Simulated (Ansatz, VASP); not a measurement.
Two plane-wave programs on RbCl

The input INCAR:

```
PREC     = Accurate       # precision mode
ENCUT    = 500            # plane-wave cutoff, eV
EDIFF    = 1E-6           # SCF threshold, eV
ISMEAR   = 0              # smearing method
SIGMA    = 0.01           # smearing width, eV
LREAL    = F              # projectors in reciprocal space
LASPH    = T              # aspherical terms in the spheres
NELM     = 120            # most SCF steps
ALGO     = Normal         # electronic algorithm
ISIF     = 2              # what is computed and relaxed
LWAVE    = F              # write WAVECAR
LCHARG   = F              # write CHGCAR
GGA      = PS             # functional
NBANDS   = 15             # bands
GGA_COMPAT= F
```

File KPOINTS:

```
regular mesh
0
Gamma
  3 3 3
```

Contents of POSCAR:

```
RbCl
1.0
    0.0000000000      3.3057264139      3.3057264139
    3.3057264139      0.0000000000      3.3057264139
    3.3057264139      3.3057264139      0.0000000000
Rb Cl
1 1
Direct
    0.0000000000      0.0000000000      0.0000000000
    0.5000000000      0.5000000000      0.5000000000
```

Input for Ansatz:

```yaml
crystal:
  lattice:
    - [0.0, 3.3057264139, 3.3057264139]
    - [3.3057264139, 0.0, 3.3057264139]
    - [3.3057264139, 3.3057264139, 0.0]
  atoms:
    - { symbol: Rb, position: [0.0, 0.0, 0.0] }
    - { symbol: Cl, position: [0.5, 0.5, 0.5] }
kpoints:
  mp_grid: { grid: [3, 3, 3] }
hamiltonian:
  xc: pbesol
scf:
  occupations: { method: fixed }
  n_extra_bands: 4
output:
  forces: true
  stress: true
  eigenvalues: true
```

Alike in both runs: task single point; functional PBEsol; k mesh 3 × 3 × 3; no spin polarisation.

```csv
,VASP,Ansatz
version,VASP 6.6.1,Ansatz 0.2.0
potentials or method,"VASP PAW PBE potentials, release 64 (Rb_sv, Cl)",plane waves
plane-wave cutoff (eV),500,420
occupations,"gaussian, width 0.01 eV",fixed
valence electrons in the cell,16,16
```

VASP gave:

| Item | Value |
| --- | --- |
| gap on the k mesh at the Fermi level (eV) | 4.80 |
| pressure (GPa) | -0.5 |

Question: Which values does Ansatz return?

Answer: gap on the k mesh at the Fermi level (eV): 4.81; pressure (GPa): -0.5.

VASP's potentials were made for PBE, not for PBEsol.

The k mesh is coarse, so the values compare programs but aren't converged.
